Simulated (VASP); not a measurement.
# Ba (Fm-3m) in VASP: further runs

The runs below take Ba through single point, with PBEsol.

Program: VASP 6.6.1. These are calculated values, not measurements. Logs are shortened: lines on timing, memory, paths and dates and some standing lists are left out, and cuts for length are marked.

## (1) The cell of the first run

Symmetry: Fm-3m, No. 225, cubic system. The conventional cell has a = 4.502 Å, b = 4.502 Å, c = 4.502 Å, α = 90.00°, β = 90.00°, γ = 90.00°. Ba (site symmetry m-3m) has 12 Ba at 3.18 Å within 4.2 Å.

## (2) Single point, PBEsol

Input file INCAR:

```
  ALGO = Fast
  EDIFF = 1E-6
  ENCUT = 520
  GGA = PS
  ISIF = 2
  ISMEAR = -1
  LASPH = T
  LCHARG = F
  LREAL = F
  LWAVE = F
  NBANDS = 11
  NELM = 80
  PREC = Accurate
  SIGMA = 0.05
```

Input file KPOINTS:

```
k-points
0
Gamma
  7 7 7
```

Input file POSCAR:

```
Ba
1.0
    0.0000000000      2.2507670913      2.2507670913
    2.2507670913      0.0000000000      2.2507670913
    2.2507670913      2.2507670913      0.0000000000
Ba
1
Direct
    0.0000000000      0.0000000000      0.0000000000
```

Potentials or basis: VASP PAW PBE potentials, release 64 (Ba_sv).

On the command line:

```sh
$ cat potpaw_PBE.64/Ba_sv/POTCAR > POTCAR
$ mpirun -np 1 vasp_std > vasp.out
```

OUTCAR:

```text
EDIFF = 1E-6
   ENCUT = 520
   GGA = PS
   ISIF = 2
   ISMEAR = -1
   LASPH = T
   LREAL = F
   NELM = 80
   PREC = Accurate

 ion  position               nearest neighbor table
   1  0.000  0.000  0.000-

  LATTYP: Found a face centered cubic cell.
 ALAT       =     4.5015341826

  Lattice vectors:

 A1 = (   0.0000000000,   2.2507670913,   2.2507670913)
 A2 = (   2.2507670913,   0.0000000000,   2.2507670913)
 A3 = (   2.2507670913,   2.2507670913,   0.0000000000)

Analysis of symmetry for initial positions (statically):
=====================================================================
 Subroutine PRICEL returns:
 Original cell was already a primitive cell.

 Routine SETGRP: Setting up the symmetry group for a
 face centered cubic supercell.

 Subroutine GETGRP returns: Found 48 space group operations
[... 9 lines left out ...]

 Routine SETGRP: Setting up the symmetry group for a
 face centered cubic supercell.

 Subroutine GETGRP returns: Found 48 space group operations
[... 11 lines left out ...]
                                     Primitive cell

  volume of cell :      22.8046

  direct lattice vectors                    reciprocal lattice vectors
     0.000000000  2.250767091  2.250767091    -0.222146486  0.222146486  0.222146486
     2.250767091  0.000000000  2.250767091     0.222146486 -0.222146486  0.222146486
     2.250767091  2.250767091  0.000000000     0.222146486  0.222146486 -0.222146486

  length of vectors
     3.183065346  3.183065346  3.183065346     0.384769000  0.384769000  0.384769000

  position of ions in fractional coordinates (direct lattice)
     0.000000000  0.000000000  0.000000000

  ion indices of the primitive-cell ions
   primitive index   ion index
                 1           1

----------------------------------------------------------------------------------------

 KPOINTS: k-points

Automatic generation of k-mesh.
 Grid dimensions read from file:
 generate k-points for:    7    7    7

 Generating k-lattice:

  Cartesian coordinates                     Fractional coordinates (reciprocal lattice)
    -0.031735212  0.031735212  0.031735212     0.142857143  0.000000000  0.000000000
     0.031735212 -0.031735212  0.031735212     0.000000000  0.142857143  0.000000000
     0.031735212  0.031735212 -0.031735212     0.000000000  0.000000000  0.142857143

  Length of vectors
     0.054967000  0.054967000  0.054967000

  Shift w.r.t. Gamma in fractional coordinates (k-lattice)
     0.000000000  0.000000000  0.000000000

 Subroutine IBZKPT returns following result:
 ===========================================

 Found     20 irreducible k-points:

 Following reciprocal coordinates:
            Coordinates               Weight
  0.000000  0.000000  0.000000      1.000000
  0.142857  0.000000  0.000000      8.000000
  0.285714  0.000000  0.000000      8.000000
  0.428571  0.000000  0.000000      8.000000
  0.142857  0.142857  0.000000      6.000000
  0.285714  0.142857  0.000000     24.000000
[... 12 lines left out ...]
 -0.428571  0.428571  0.142857     24.000000
 -0.285714  0.428571  0.142857     24.000000
   k-points           NKPTS =     20   k-points in BZ     NKDIM =     20   number of bands    NBANDS=     11
   number of dos      NEDOS =    301   number of ions     NIONS =      1
   total plane-waves  NPLWV =  13824
   dimension x,y,z NGX =    24 NGY =   24 NGZ =   24
   dimension x,y,z NGXF=    48 NGYF=   48 NGZF=   48
   ions per type =               1
   NGX,Y,Z   is equivalent  to a cutoff of  12.53, 12.53, 12.53 a.u.
   NGXF,Y,Z  is equivalent  to a cutoff of  25.07, 25.07, 25.07 a.u.
 SYSTEM =  unknown system
   PREC   = accura    normal or accurate (medium, high low for compatibility)
   ISTART =      0    job   : 0-new  1-cont  2-samecut
   ICHARG =      2    charge: 1-file 2-atom 10-const
   ISPIN  =      1    spin polarized calculation?
   LNONCOLLINEAR =      F non collinear calculations
   LSORBIT =      F    spin-orbit coupling
   LASPH  =      T    aspherical Exc in radial PAW
   ENCUT  =  520.0 eV  38.22 Ry    6.18 a.u.   5.92  5.92  5.92*2*pi/ulx,y,z
   NELM   =     80;   NELMIN=  2; NELMDL= -5     # of ELM steps
   EDIFF  = 0.1E-05   stopping-criterion for ELM
   LREAL  =      F    real-space projection
   EDIFFG = 0.1E-04   stopping-criterion for IOM
   NSW    =      0    number of steps for IOM
   IBRION =     -1    ionic relax: 0-MD 1-quasi-New 2-CG
   NFREE  =      0    steps in history (QN), initial steepest desc. (CG)
   ISIF   =      2    stress and relaxation
   ISYM   =      2    0-nonsym 1-usesym 2-fastsym
   POTIM  = 0.5000    time-step for ionic-motion
   TEBEG  =    0.0;   TEEND  =   0.0 temperature during run
   PSTRESS=    0.0 pullay stress
   NELECT =      10.0000    total number of electrons
   NUPDOWN=      -1.0000    fix difference up-down
   EMIN   =  10.00;   EMAX   =-10.00  energy-range for DOS
   EFERMI =   0.00;   METHOD = LEGACY
   ISMEAR =    -1;   SIGMA  =   0.05  broadening in eV -4-tet -1-fermi 0-gaus
   EFERMI_NEDOS =   21; number of points for ismear=-14 and -15
   IALGO  =     68    algorithm
   IMIX   =      4    mixing-type and parameters
     AMIX     =   0.40;   BMIX     =  1.00
     AMIX_MAG =   1.60;   BMIX_MAG =  1.00
  volume/ion in A,a.u.               =      22.80       153.89
  Fermi-wavevector in a.u.,A,eV,Ry     =   1.243753  2.350353 21.047158  1.546922
  Thomas-Fermi vector in A             =   2.378050
   LORBIT       =      0    0 simple, 1 ext, 2 COOP (PROOUT), +10 PAW based schemes
   GGA     = PS    functional components
   LHFCALC =     F    Hartree Fock is set to
   AEXX    =    0.0000 exact exchange contribution
   IVDW    =     0    specifies the selected vdW correction
   LEPSILON=     F    determine dielectric tensor
   LRPA    =     F    only Hartree local field effects (RPA)
 non-spin polarized calculation
 RMM-DIIS sequential band-by-band and
  energy-cutoff  :      520.00
  volume of cell :       22.80
 maximum number of plane-waves:       623
   NGX = 11   NGY = 11   NGZ = 11

 number of electron      10.0000000 magnetization

 Free energy of the ion-electron system (eV)
  ---------------------------------------------------
  ext. energy  EPLUGINS =         0.00000000
  ---------------------------------------------------
  free energy    TOTEN  =        -0.23611751 eV

  energy without entropy =       -0.23250256  energy(sigma->0) =       -0.23431003

 E-fermi :   7.1288     XC(G=0): -11.6337

 val. band max:        6.8752594979   @ k =   0.2857   0.1429   0.0000
 cond. band min:       7.2681127829   @ k =   0.4286   0.2857   0.1429
 fundamental gap:      0.3928532849
 Fermi energy:         7.1288275235

 k-point     1 :       0.0000    0.0000    0.0000
  band No.  band energies     occupation
      1     -22.7027      2.00000
      2      -3.8764      2.00000
      3      -3.8764      2.00000
      4      -3.8764      2.00000
      5       6.7374      1.99920
      6       9.4368      0.00000
      7       9.4368      0.00000
      8       9.4368      0.00000
      9      14.2243      0.00000
     10      14.2243      0.00000
     11      15.0363      0.00000

 k-point     2 :       0.1429    0.0000    0.0000
  band No.  band energies     occupation
      1     -22.4539      2.00000
      2      -5.3455      2.00000
      3      -4.0455      2.00000
      4      -4.0455      2.00000
      5       7.3879      0.01118
      6       9.3392      0.00000
      7       9.9211      0.00000
      8       9.9211      0.00000
      9      13.3090      0.00000
     10      13.3090      0.00000
     11      16.9004      0.00000

 k-point     3 :       0.2857    0.0000    0.0000
  band No.  band energies     occupation
      1     -21.8231      2.00000
      2      -7.9511      2.00000
      3      -4.3887      2.00000
      4      -4.3887      2.00000
      5       6.3684      2.00000
      6       9.7394      0.00000
      7       9.7394      0.00000
      8      12.2155      0.00000
      9      14.1975      0.00000
     10      14.1975      0.00000
     11      15.7998      0.00000

 k-point     4 :       0.4286    0.0000    0.0000
  band No.  band energies     occupation
      1     -21.2147      2.00000
      2      -9.7639      2.00000
      3      -4.6344      2.00000
      4      -4.6344      2.00000
      5       5.6618      2.00000
      6       9.0054      0.00000
      7       9.0054      0.00000
      8      13.4609      0.00000
      9      17.0661      0.00000
     10      17.3408      0.00000
     11      17.3408      0.00000

 k-point     5 :       0.1429    0.1429    0.0000
  band No.  band energies     occupation
      1     -22.3707      2.00000
      2      -5.2109      2.00000
      3      -4.4162      2.00000
      4      -4.4162      2.00000
      5       7.6981      0.00002
      6       8.1472      0.00000
      7      10.7162      0.00000
      8      10.7162      0.00000
      9      11.5919      0.00000
     10      14.7668      0.00000
     11      17.9792      0.00000
[... 155 lines left out ...]
 k-point    17 :       0.4286    0.2857    0.1429
  band No.  band energies     occupation
      1     -21.3385      2.00000
      2      -8.1561      2.00000
      3      -6.2237      2.00000
      4      -5.0345      2.00000
      5       7.2681      0.11620
      6       7.3813      0.01275
      7       9.7792      0.00000
      8      13.5853      0.00000
      9      13.7817      0.00000
     10      19.6980      0.00000
     11      21.1841      0.00000

 k-point    18 :      -0.4286    0.2857    0.1429
  band No.  band energies     occupation
      1     -20.8530      2.00000
      2      -9.0470      2.00000
      3      -6.9633      2.00000
      4      -5.4905      2.00000
      5       6.8629      1.99025
      6       8.0124      0.00000
      7      10.5702      0.00000
      8      12.6718      0.00000
      9      16.2563      0.00000
     10      19.8098      0.00000
     11      21.2569      0.00000

 k-point    19 :      -0.4286    0.4286    0.1429
  band No.  band energies     occupation
      1     -20.6546      2.00000
      2      -8.9793      2.00000
      3      -6.9758      2.00000
      4      -6.2874      2.00000
      5       5.4333      2.00000
      6       6.3767      2.00000
      7      12.2890      0.00000
      8      15.1985      0.00000
      9      18.0434      0.00000
     10      21.6021      0.00000
     11      23.4444      0.00000

 k-point    20 :      -0.2857    0.4286    0.1429
  band No.  band energies     occupation
      1     -20.5856      2.00000
      2      -8.4207      2.00000
      3      -8.1546      2.00000
      4      -6.1958      2.00000
      5       6.1329      2.00000
      6       8.8609      0.00000
      7      10.8312      0.00000
      8      12.3662      0.00000
      9      18.0270      0.00000
     10      20.0195      0.00000
     11      24.4024      0.00000

------------------------ aborting loop because EDIFF is reached ----------------------------------------

  FORCE on cell =-STRESS in cart. coord.  units (eV):
  Direction    XX          YY          ZZ          XY          YZ          ZX
  --------------------------------------------------------------------------------------
  -------------------------------------------------------------------------------------
  Total        5.5435861      5.5435861      5.5435861     -0.0000000      0.0000000      0.0000000
  in kB      389.4751149    389.4751149    389.4751149     -0.0000000      0.0000000      0.0000000
  external PRESSURE =     389.4751149 kB  Pullay stress =       0.0000000 kB

 VOLUME and BASIS-vectors are now :
 -----------------------------------------------------------------------------
  energy-cutoff  :      520.00
  volume of cell :       22.80
      direct lattice vectors                 reciprocal lattice vectors
     0.000000000  2.250767091  2.250767091    -0.222146486  0.222146486  0.222146486
     2.250767091  0.000000000  2.250767091     0.222146486 -0.222146486  0.222146486
     2.250767091  2.250767091  0.000000000     0.222146486  0.222146486 -0.222146486

 POSITION                                       TOTAL-FORCE (eV/Angst)
 -----------------------------------------------------------------------------------
      0.00000      0.00000      0.00000        -0.000000      0.000000      0.000000
 -----------------------------------------------------------------------------------
    total drift:                                0.000000      0.000000     -0.000000

  FREE ENERGIE OF THE ION-ELECTRON SYSTEM (eV)
  ---------------------------------------------------
  free  energy   TOTEN  =        -0.2361175062 eV

  energy  without entropy=       -0.2325025597  energy(sigma->0) =       -0.23431003
```

It took 4.1 s on 1 thread of Intel Xeon 6975P-C (Granite Rapids), shared host; peak memory 0.13 GiB.

What came out:

| Property | Result |
| --- | --- |
| Free energy | -0.2361 eV |
| Pressure | 38.9 GPa |
| Band gap on the k mesh | zero (band 5 reaches 8.27 eV, above the bottom of band 6 at 4.45 eV) |

Caveat: the PAW data sets were made with another functional, which shifts forces and pressure a little; spin-orbit coupling is left out, which moves the levels of the heavy elements.

## (3) Single point, PBEsol

This run uses another cell than the first one, of 25.19 Å³/atom, 1.105 times its volume.

Input file INCAR:

```
SYSTEM = Ba
ALGO = Normal
EDIFF = 1E-7
ENCUT = 520
GGA = PS
ISIF = 2
ISMEAR = -1
LASPH = .True.
LCHARG = .False.
LREAL = .False.
LWAVE = .False.
NBANDS = 11
NELM = 80
PREC = Accurate
SIGMA = 0.05
```

Input file KPOINTS:

```
k-points
0
Gamma
  7 7 7
  0 0 0
```

Input file POSCAR:

```
Ba
1.0
    0.0000000000      2.3266203262      2.3266203262
    2.3266203262      0.0000000000      2.3266203262
    2.3266203262      2.3266203262      0.0000000000
Ba
1
Direct
    0.0000000000      0.0000000000      0.0000000000
```

Potentials or basis: VASP PAW PBE potentials, release 64 (Ba_sv).

On the command line:

```sh
$ cat potpaw_PBE.64/Ba_sv/POTCAR > POTCAR
$ mpirun -np 1 vasp_std > vasp.out
```

Run time: 2.8 s. Hardware: 1 thread of Intel Xeon 6975P-C (Granite Rapids), shared host; peak memory 0.13 GiB.

The run converged. Its results:

* Free energy: -0.7085 eV
* Pressure: 26.1 GPa
* Band gap on the k mesh: zero (band 5 reaches 7.17 eV, above the bottom of band 6 at 4.10 eV)

Levels at points of the mesh, in eV from the Fermi level:
| k point | band 1 | band 2 | band 3 | band 4 | band 5 | band 6 | band 7 | band 8 | band 9 | band 10 |
| --- | --- | --- | --- | --- | --- | --- | --- | --- | --- | --- |
| (0.00, 0.00, 0.00) | -29.26 | -11.33 | -11.33 | -11.33 | -1.05 | 2.37 | 2.37 | 2.37 | 6.68 | 6.68 |

Caveat: the PAW data sets were made with another functional, which shifts forces and pressure a little; spin-orbit coupling is left out, which moves the levels of the heavy elements.

## (4) Single point, PBEsol

This run uses another cell than the first one, of 32.47 Å³/atom, 1.424 times its volume.

Input file INCAR:

```
SYSTEM = Ba
PREC = Accurate ; ENCUT = 520
EDIFF = 1E-6 ; ISMEAR = -1
SIGMA = 0.05 ; LREAL = .False.
LASPH = .True. ; NELM = 60
ALGO = Normal ; ISIF = 2
LWAVE = .False. ; LCHARG = .False.
GGA = PS ; NBANDS = 11
```

Input file KPOINTS:

```
Automatic mesh
0
Gamma
  7 7 7
  0 0 0
```

Input file POSCAR:

```
Ba
1.0
    0.0000000000      2.5320371184      2.5320371184
    2.5320371184      0.0000000000      2.5320371184
    2.5320371184      2.5320371184      0.0000000000
Ba
1
Direct
    0.0000000000      0.0000000000      0.0000000000
```

Potentials or basis: VASP PAW PBE potentials, release 64 (Ba_sv).

On the command line:

```sh
$ cat potpaw_PBE.64/Ba_sv/POTCAR > POTCAR
$ mpirun -np 1 vasp_std > vasp.out
```

OUTCAR:

```text
SYSTEM = Ba
   PREC = Accurate
   ENCUT = 520
   EDIFF = 1E-6
   ISMEAR = -1
   LREAL = .False.
   LASPH = .True.
   NELM = 60
   ISIF = 2
   GGA = PS

 ion  position               nearest neighbor table
   1  0.000  0.000  0.000-

  LATTYP: Found a face centered cubic cell.
 ALAT       =     5.0640742368

  Lattice vectors:

 A1 = (   0.0000000000,   2.5320371184,   2.5320371184)
 A2 = (   2.5320371184,   0.0000000000,   2.5320371184)
[... 453 lines left out ...]
      9      12.6187      0.00000
     10      13.9447      0.00000
     11      16.8764      0.00000

------------------------ aborting loop because EDIFF is reached ----------------------------------------

  FORCE on cell =-STRESS in cart. coord.  units (eV):
  Direction    XX          YY          ZZ          XY          YZ          ZX
  --------------------------------------------------------------------------------------
  -------------------------------------------------------------------------------------
  Total        2.3477000      2.3477000      2.3477000     -0.0000000     -0.0000000      0.0000000
  in kB      115.8545211    115.8545211    115.8545211     -0.0000000     -0.0000000      0.0000000
  external PRESSURE =     115.8545211 kB  Pullay stress =       0.0000000 kB

 VOLUME and BASIS-vectors are now :
 -----------------------------------------------------------------------------
  energy-cutoff  :      520.00
  volume of cell :       32.47
      direct lattice vectors                 reciprocal lattice vectors
     0.000000000  2.532037118  2.532037118    -0.197469459  0.197469459  0.197469459
     2.532037118  0.000000000  2.532037118     0.197469459 -0.197469459  0.197469459
     2.532037118  2.532037118  0.000000000     0.197469459  0.197469459 -0.197469459

 POSITION                                       TOTAL-FORCE (eV/Angst)
 -----------------------------------------------------------------------------------
      0.00000      0.00000      0.00000         0.000000      0.000000     -0.000000
 -----------------------------------------------------------------------------------
    total drift:                                0.000000      0.000000      0.000000

  FREE ENERGIE OF THE ION-ELECTRON SYSTEM (eV)
  ---------------------------------------------------
  free  energy   TOTEN  =        -1.5070772111 eV

  energy  without entropy=       -1.4986945873  energy(sigma->0) =       -1.50288590
```

OSZICAR:

```text
N       E                     dE             d eps       ncg     rms          rms(c)
DAV:   1     0.478192602675E+02    0.47819E+02   -0.49144E+03   440   0.828E+02
DAV:   2    -0.157892269470E+00   -0.47977E+02   -0.46322E+02   554   0.146E+02
DAV:   3    -0.159503562729E+01   -0.14371E+01   -0.14312E+01   527   0.251E+01
DAV:   4    -0.161788920568E+01   -0.22854E-01   -0.22844E-01   504   0.313E+00
DAV:   5    -0.161844996831E+01   -0.56076E-03   -0.56070E-03   540   0.384E-01    0.602E+00
DAV:   6    -0.153710811707E+01    0.81342E-01   -0.83109E-02   521   0.191E+00    0.325E+00
DAV:   7    -0.150737577565E+01    0.29732E-01   -0.87324E-02   614   0.190E+00    0.286E-01
DAV:   8    -0.150710315835E+01    0.27262E-03   -0.20149E-03   485   0.325E-01    0.356E-02
DAV:   9    -0.150707931361E+01    0.23845E-04   -0.58721E-05   509   0.547E-02    0.115E-02
DAV:  10    -0.150707720288E+01    0.21107E-05   -0.17987E-06   486   0.132E-02    0.735E-04
DAV:  11    -0.150707721112E+01   -0.82370E-08   -0.69431E-08   262   0.161E-03
   1 F= -.15070772E+01 E0= -.15028859E+01  d E =-.838262E-02
```

stdout:

```text
POSCAR found type information on POSCAR Ba
 POSCAR found :  1 types and       1 ions
 scaLAPACK will be used
 -----------------------------------------------------------------------------
|                                                                             |
|                                                                             |
|     You enforced a specific xc type in the INCAR file but a different       |
|     I HOPE YOU KNOW WHAT YOU ARE DOING!                                     |
|                                                                             |
 -----------------------------------------------------------------------------

 LDA part: xc-table for (Slater+PW92), standard interpolation
 POSCAR, INCAR and KPOINTS ok, starting setup
 FFT: planning ... GRIDC
 FFT: planning ... GRID_SOFT
 FFT: planning ... GRID
 WAVECAR not read
 entering main loop
```

It took 6.8 s on 1 thread of Intel Xeon 6975P-C (Granite Rapids), shared host; peak memory 0.15 GiB.

What came out:

| Property | Result |
| --- | --- |
| Free energy | -1.5071 eV |
| Pressure | 11.6 GPa |
| Band gap on the k mesh | zero (band 5 reaches 4.72 eV, above the bottom of band 6 at 3.26 eV) |

Levels at points of the mesh, in eV from the Fermi level:
```
           k point  band 1  band 2  band 3  band 4  band 5  band 6  band 7  band 8  band 9  band 10
(0.00, 0.00, 0.00)  -28.51  -12.12  -12.12  -12.12   -2.23    2.33    2.33    2.33    5.61     5.61
```

Caveat: the PAW data sets were made with another functional, which shifts forces and pressure a little; spin-orbit coupling is left out, which moves the levels of the heavy elements.

(Continued in part 2 of 2.)
